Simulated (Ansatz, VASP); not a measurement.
**SiC in VASP and in Ansatz**

```xyz
2
Lattice="0.0000 2.1899 2.1899 2.1899 0.0000 2.1899 2.1899 2.1899 0.0000" Properties=species:S:1:pos:R:3 pbc="T T T"
Si    0.0000    0.0000    0.0000
C     1.0949    1.0949    1.0949
```

Alike in both runs: task single point; functional PBE; k mesh 10 × 10 × 10; occupations gaussian, width 0.02 eV; no spin polarisation.

|  | VASP | Ansatz |
| --- | --- | --- |
| version | VASP 6.6.1 | Ansatz 0.2.0 |
| potentials or method | VASP PAW PBE potentials, release 64 (Si, C), cutoff 600 eV | scalar-relativistic, plane waves, PAW |
| valence electrons in the cell | 8 | 8 |

Ansatz gave:

```
gap on the k mesh at the Fermi level (eV) : 1.37
least direct gap on the mesh (eV)         : 4.53
pressure (GPa)                            : 0.0
```

Task: Estimate VASP's values.

Result: gap on the k mesh at the Fermi level (eV): 1.37; least direct gap on the mesh (eV): 4.53; pressure (GPa): -0.2.
